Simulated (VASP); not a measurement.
# BAs (F-43m) in VASP: settings compared

Aim: see how the results for BAs move with the level of theory and the settings. Levels: r2SCAN, PBE. Tasks: single point.

Everything below comes from runs of VASP 6.6.1. Logs are shortened: lines on timing, memory, paths and dates and some standing lists are left out, and cuts for length are marked.

## (1) The cell of the first run

The structure is cubic, space group F-43m (No. 216). Conventional cell: a = 4.784 Å, b = 4.784 Å, c = 4.784 Å, α = 90.00°, β = 90.00°, γ = 90.00°. B (site symmetry -43m) has 4 As at 2.07 Å within 2.7 Å. As (site symmetry -43m) has 4 B at 2.07 Å within 2.7 Å.

## (2) Single point, r2SCAN

Input file POSCAR:

```
BAs
1.0
    0.0000000000      2.3918699019      2.3918699019
    2.3918699019      0.0000000000      2.3918699019
    2.3918699019      2.3918699019      0.0000000000
B As
1 1
Direct
    0.0000000000      0.0000000000      0.0000000000
    0.2500000000      0.2500000000      0.2500000000
```

Input file INCAR.step1:

```
PREC = Accurate
ENCUT = 550
ISMEAR = 0
SIGMA = 0.01
LREAL = False
LASPH = True
NELM = 120
NBANDS = 11
GGA = PE
ALGO = Normal
EDIFF = 1E-5
LWAVE = True
LCHARG = False
GGA_COMPAT = False
```

Input file INCAR.step2:

```
PREC = Accurate
ENCUT = 550
EDIFF = 1E-6
ISMEAR = 0
SIGMA = 0.01
LREAL = False
LASPH = True
NELM = 120
ALGO = Normal
ISIF = 2
LWAVE = False
LCHARG = False
METAGGA = R2SCAN
LMIXTAU = True
NBANDS = 11
ISTART = 1
GGA_COMPAT = False
```

Input file KPOINTS:

```
Automatic mesh
0
Gamma
  4 4 4
```

Potentials or basis: VASP PAW PBE potentials, release 64 (B, As).

Command:

```sh
$ cat potpaw_PBE.64/B/POTCAR potpaw_PBE.64/As/POTCAR > POTCAR
$ cp INCAR.step1 INCAR
$ mpirun -np 1 vasp_std > vasp.out
$ cp INCAR.step2 INCAR
$ mpirun -np 1 vasp_std > vasp.out
```

OUTCAR:

```text
PREC = Accurate
   ENCUT = 550
   EDIFF = 1E-6
   ISMEAR = 0
   LREAL = False
   LASPH = True
   NELM = 120
   ISIF = 2
   METAGGA = R2SCAN
   ISTART = 1

 ion  position               nearest neighbor table
   1  0.000  0.000  0.000-   2 2.07   2 2.07   2 2.07   2 2.07
   2  0.250  0.250  0.250-   1 2.07   1 2.07   1 2.07   1 2.07

  LATTYP: Found a face centered cubic cell.
 ALAT       =     4.7837398038

  Lattice vectors:

 A1 = (   0.0000000000,   2.3918699019,   2.3918699019)
 A2 = (   2.3918699019,   0.0000000000,   2.3918699019)
 A3 = (   2.3918699019,   2.3918699019,   0.0000000000)

Analysis of symmetry for initial positions (statically):
=====================================================================
 Subroutine PRICEL returns:
 Original cell was already a primitive cell.

 Routine SETGRP: Setting up the symmetry group for a
 face centered cubic supercell.

 Subroutine GETGRP returns: Found 24 space group operations
 (whereof 24 operations were pure point group operations)
 out of a pool of 48 trial point group operations.

The static configuration has the point symmetry T_d .

Analysis of symmetry for dynamics (positions and initial velocities):
=====================================================================
 Subroutine PRICEL returns:
 Original cell was already a primitive cell.

 Routine SETGRP: Setting up the symmetry group for a
 face centered cubic supercell.

 Subroutine GETGRP returns: Found 24 space group operations
 (whereof 24 operations were pure point group operations)
 out of a pool of 48 trial point group operations.

The dynamic configuration has the point symmetry T_d .

 Subroutine INISYM returns: Found 24 space group operations
 (whereof 24 operations are pure point group operations),
 and found     1 'primitive' translations

----------------------------------------------------------------------------------------

                                     Primitive cell

  volume of cell :      27.3680

  direct lattice vectors                    reciprocal lattice vectors
     0.000000000  2.391869902  2.391869902    -0.209041470  0.209041470  0.209041470
     2.391869902  0.000000000  2.391869902     0.209041470 -0.209041470  0.209041470
     2.391869902  2.391869902  0.000000000     0.209041470  0.209041470 -0.209041470

  length of vectors
     3.382614855  3.382614855  3.382614855     0.362070447  0.362070447  0.362070447

  position of ions in fractional coordinates (direct lattice)
     0.000000000  0.000000000  0.000000000
     0.250000000  0.250000000  0.250000000

  ion indices of the primitive-cell ions
   primitive index   ion index
                 1           1
                 2           2

----------------------------------------------------------------------------------------

 KPOINTS: Automatic mesh

Automatic generation of k-mesh.
 Grid dimensions read from file:
 generate k-points for:    4    4    4

 Generating k-lattice:

  Cartesian coordinates                     Fractional coordinates (reciprocal lattice)
    -0.052260367  0.052260367  0.052260367     0.250000000  0.000000000  0.000000000
     0.052260367 -0.052260367  0.052260367     0.000000000  0.250000000  0.000000000
     0.052260367  0.052260367 -0.052260367     0.000000000  0.000000000  0.250000000

  Length of vectors
     0.090517612  0.090517612  0.090517612

  Shift w.r.t. Gamma in fractional coordinates (k-lattice)
     0.000000000  0.000000000  0.000000000

 Subroutine IBZKPT returns following result:
 ===========================================

 Found      8 irreducible k-points:

 Following reciprocal coordinates:
            Coordinates               Weight
  0.000000  0.000000  0.000000      1.000000
  0.250000  0.000000  0.000000      8.000000
  0.500000  0.000000  0.000000      4.000000
  0.250000  0.250000  0.000000      6.000000
  0.500000  0.250000  0.000000     24.000000
 -0.250000  0.250000  0.000000     12.000000
  0.500000  0.500000  0.000000      3.000000
 -0.250000  0.500000  0.250000      6.000000
   k-points           NKPTS =      8   k-points in BZ     NKDIM =      8   number of bands    NBANDS=     11
   number of dos      NEDOS =    301   number of ions     NIONS =      2
   total plane-waves  NPLWV =  21952
   dimension x,y,z NGX =    28 NGY =   28 NGZ =   28
   dimension x,y,z NGXF=    56 NGYF=   56 NGZF=   56
   ions per type =               1   1
   NGX,Y,Z   is equivalent  to a cutoff of  13.76, 13.76, 13.76 a.u.
   NGXF,Y,Z  is equivalent  to a cutoff of  27.52, 27.52, 27.52 a.u.
 SYSTEM =  unknown system
   PREC   = accura    normal or accurate (medium, high low for compatibility)
   ISTART =      1    job   : 0-new  1-cont  2-samecut
   ICHARG =      0    charge: 1-file 2-atom 10-const
   ISPIN  =      1    spin polarized calculation?
   LNONCOLLINEAR =      F non collinear calculations
   LSORBIT =      F    spin-orbit coupling
   LASPH  =      T    aspherical Exc in radial PAW
   ENCUT  =  550.0 eV  40.42 Ry    6.36 a.u.   6.47  6.47  6.47*2*pi/ulx,y,z
   NELM   =    120;   NELMIN=  2; NELMDL=  0     # of ELM steps
   EDIFF  = 0.1E-05   stopping-criterion for ELM
   LREAL  =      F    real-space projection
   EDIFFG = 0.1E-04   stopping-criterion for IOM
   NSW    =      0    number of steps for IOM
   IBRION =     -1    ionic relax: 0-MD 1-quasi-New 2-CG
   NFREE  =      0    steps in history (QN), initial steepest desc. (CG)
   ISIF   =      2    stress and relaxation
   ISYM   =      2    0-nonsym 1-usesym 2-fastsym
   POTIM  = 0.5000    time-step for ionic-motion
   TEBEG  =    0.0;   TEEND  =   0.0 temperature during run
   PSTRESS=    0.0 pullay stress
   NELECT =       8.0000    total number of electrons
   NUPDOWN=      -1.0000    fix difference up-down
   EMIN   =  10.00;   EMAX   =-10.00  energy-range for DOS
   EFERMI =   0.00;   METHOD = LEGACY
   ISMEAR =     0;   SIGMA  =   0.01  broadening in eV -4-tet -1-fermi 0-gaus
   EFERMI_NEDOS =   21; number of points for ismear=-14 and -15
   IALGO  =     38    algorithm
   IMIX   =      4    mixing-type and parameters
     AMIX     =   0.40;   BMIX     =  1.00
     AMIX_MAG =   1.60;   BMIX_MAG =  1.00
  volume/ion in A,a.u.               =      13.68        92.34
  Fermi-wavevector in a.u.,A,eV,Ry     =   1.086486  2.053160 16.061008  1.180451
  Thomas-Fermi vector in A             =   2.222623
   LORBIT       =      0    0 simple, 1 ext, 2 COOP (PROOUT), +10 PAW based schemes
   METAGGA = R2SCAN    functional components
   LHFCALC =     F    Hartree Fock is set to
   AEXX    =    0.0000 exact exchange contribution
   IVDW    =     0    specifies the selected vdW correction
   LEPSILON=     F    determine dielectric tensor
   LRPA    =     F    only Hartree local field effects (RPA)
 non-spin polarized calculation
 Gauss-broadening in eV      SIGMA  =   0.01
  energy-cutoff  :      550.00
  volume of cell :       27.37
 maximum number of plane-waves:       821
 NGX is ok and might be reduce to    28
   NGX = 13   NGY = 13   NGZ = 13

 number of electron       8.0000000 magnetization

 Free energy of the ion-electron system (eV)
  ---------------------------------------------------
  ext. energy  EPLUGINS =         0.00000000
  ---------------------------------------------------
  free energy    TOTEN  =       -22.07725411 eV

  energy without entropy =      -22.07725411  energy(sigma->0) =      -22.07725411

 E-fermi :   6.1389     XC(G=0): -11.0958

 val. band max:        6.0112773562   @ k =   0.0000   0.0000   0.0000
 cond. band min:       7.6107012695   @ k =   0.5000   0.5000   0.0000
 fundamental gap:      1.5994239134
 Fermi energy:         6.1389453950

 k-point     1 :       0.0000    0.0000    0.0000
  band No.  band energies     occupation
      1     -10.1123      2.00000
      2       6.0113      2.00000
      3       6.0113      2.00000
      4       6.0113      2.00000
      5       9.4410      0.00000
      6       9.4410      0.00000
      7       9.4410      0.00000
      8      11.1137      0.00000
      9      16.3353      0.00000
     10      19.4115      0.00000
     11      19.4115      0.00000

 k-point     2 :       0.2500    0.0000    0.0000
  band No.  band energies     occupation
      1      -9.0639      2.00000
      2       0.8273      2.00000
      3       4.7907      2.00000
      4       4.7907      2.00000
      5       9.3436      0.00000
      6      10.9068      0.00000
      7      10.9068      0.00000
      8      14.5179      0.00000
      9      17.7507      0.00000
     10      17.7507      0.00000
     11      18.0322      0.00000

 k-point     3 :       0.5000    0.0000    0.0000
  band No.  band energies     occupation
      1      -7.1033      2.00000
      2      -3.2058      2.00000
      3       4.0778      2.00000
      4       4.0778      2.00000
      5       8.9567      0.00000
      6      11.0492      0.00000
      7      11.0492      0.00000
      8      15.5569      0.00000
      9      19.6012      0.00000
     10      21.3632      0.00000
     11      21.3632      0.00000

 k-point     4 :       0.2500    0.2500    0.0000
  band No.  band energies     occupation
      1      -8.7016      2.00000
      2       1.6847      2.00000
      3       3.1579      2.00000
      4       3.1579      2.00000
      5       7.8498      0.00000
      6      10.8821      0.00000
      7      13.8341      0.00000
      8      13.8341      0.00000
      9      16.9603      0.00000
     10      20.6843      0.00000
     11      20.9832      0.00000

 k-point     5 :       0.5000    0.2500    0.0000
  band No.  band energies     occupation
      1      -6.6681      2.00000
      2      -2.1257      2.00000
      3       1.0543      2.00000
      4       2.6589      2.00000
      5       8.6364      0.00000
      6      12.2983      0.00000
      7      14.1270      0.00000
      8      14.3681      0.00000
      9      18.8022      0.00000
     10      21.7519      0.00000
     11      22.6650      0.00000

 k-point     6 :      -0.2500    0.2500    0.0000
  band No.  band energies     occupation
      1      -7.4702      2.00000
      2      -0.9904      2.00000
      3       0.6913      2.00000
      4       3.9265      2.00000
      5       9.8061      0.00000
      6      12.4557      0.00000
      7      13.4795      0.00000
      8      13.8946      0.00000
      9      16.8554      0.00000
     10      18.8363      0.00000
     11      22.6004      0.00000

 k-point     7 :       0.5000    0.5000    0.0000
  band No.  band energies     occupation
      1      -5.6753      2.00000
      2      -3.0292      2.00000
      3       1.7130      2.00000
      4       1.7130      2.00000
      5       7.6107      0.00000
      6       7.6934      0.00000
      7      18.1284      0.00000
      8      18.1284      0.00000
      9      19.8467      0.00000
     10      24.2064      0.00000
     11      24.6187      0.00000

 k-point     8 :      -0.2500    0.5000    0.2500
  band No.  band energies     occupation
      1      -5.5104      2.00000
      2      -2.5736      2.00000
      3       0.2919      2.00000
      4       0.5915      2.00000
      5      11.6788      0.00000
      6      12.4490      0.00000
      7      13.1630      0.00000
      8      13.3822      0.00000
      9      19.1001      0.00000
     10      22.3792      0.00000
     11      22.5775      0.00000

------------------------ aborting loop because EDIFF is reached ----------------------------------------

  FORCE on cell =-STRESS in cart. coord.  units (eV):
  Direction    XX          YY          ZZ          XY          YZ          ZX
  --------------------------------------------------------------------------------------
  -------------------------------------------------------------------------------------
  Total        0.1485067      0.1485067      0.1485067      0.0000000      0.0000000      0.0000000
  in kB        8.6938855      8.6938855      8.6938855      0.0000000      0.0000000      0.0000000
  external PRESSURE =       8.6938855 kB  Pullay stress =       0.0000000 kB

 VOLUME and BASIS-vectors are now :
 -----------------------------------------------------------------------------
  energy-cutoff  :      550.00
  volume of cell :       27.37
      direct lattice vectors                 reciprocal lattice vectors
     0.000000000  2.391869902  2.391869902    -0.209041470  0.209041470  0.209041470
     2.391869902  0.000000000  2.391869902     0.209041470 -0.209041470  0.209041470
     2.391869902  2.391869902  0.000000000     0.209041470  0.209041470 -0.209041470

 POSITION                                       TOTAL-FORCE (eV/Angst)
 -----------------------------------------------------------------------------------
      0.00000      0.00000      0.00000        -0.000000      0.000000     -0.000000
      1.19593      1.19593      1.19593         0.000000     -0.000000      0.000000
 -----------------------------------------------------------------------------------
    total drift:                               -0.000000     -0.000000     -0.000000

  FREE ENERGIE OF THE ION-ELECTRON SYSTEM (eV)
  ---------------------------------------------------
  free  energy   TOTEN  =       -22.0772541123 eV

  energy  without entropy=      -22.0772541123  energy(sigma->0) =      -22.07725411
```

Wall time 13 s (1 thread of Intel Xeon 6975P-C (Granite Rapids), shared host); peak memory 0.16 GiB.

What came out:

```
Free energy            : -22.0773 eV
Pressure               : 0.9 GPa
Band gap on the k mesh : 1.60 eV, indirect (least direct gap 3.43 eV)
```

Caveat: the k points lie up to 0.57 Å⁻¹ apart; the PAW data sets were made with another functional, which shifts forces and pressure a little. r2SCAN opens gaps a little over a GGA but as a rule still falls short of measured ones.

## (3) Single point, PBE

Input file INCAR:

```
SYSTEM = BAs
  ALGO = Normal
  EDIFF = 1E-6
  ENCUT = 500
  GGA = PE
  GGA_COMPAT = .False.
  ISIF = 2
  ISMEAR = 0
  LASPH = .True.
  LCHARG = .False.
  LREAL = .False.
  LWAVE = .False.
  NBANDS = 11
  NELM = 120
  PREC = Accurate
  SIGMA = 0.01
```

Input file KPOINTS:

```
k-points
0
Gamma
  8 8 8
  0 0 0
```

POSCAR is that of step 2.

Potentials or basis: VASP PAW PBE potentials, release 64 (B, As).

Command:

```sh
$ cat potpaw_PBE.64/B/POTCAR potpaw_PBE.64/As/POTCAR > POTCAR
$ mpirun -np 1 vasp_std > vasp.out
```

Wall time 5.9 s (1 thread of Intel Xeon 6975P-C (Granite Rapids), shared host); peak memory 0.15 GiB.

It converged, with:

```yaml
Free_energy: -11.4062 eV
Pressure: 2.8 GPa
Band_gap_on_the_k_mesh: 1.19 eV, indirect (least direct gap 3.27 eV)
```

Levels at points of the mesh, in eV from the valence-band top:
```tsv
k point	band 1	band 2	band 3	band 4	band 5	band 6	band 7	band 8	band 9
(0.00, 0.00, 0.00)	-15.36	0.00	0.00	0.00	3.27	3.27	3.27	4.63	9.56
(0.50, 0.00, 0.00)	-12.51	-8.76	-1.81	-1.81	2.67	4.78	4.78	8.86	12.68
(0.50, 0.50, 0.00)	-11.20	-8.51	-4.06	-4.06	1.43	1.45	11.33	11.33	12.83
```

A k mesh can miss the band edges. A hybrid or GW would open this gap; PBE tends to underestimate it.

(Continued in part 2 of 2.)
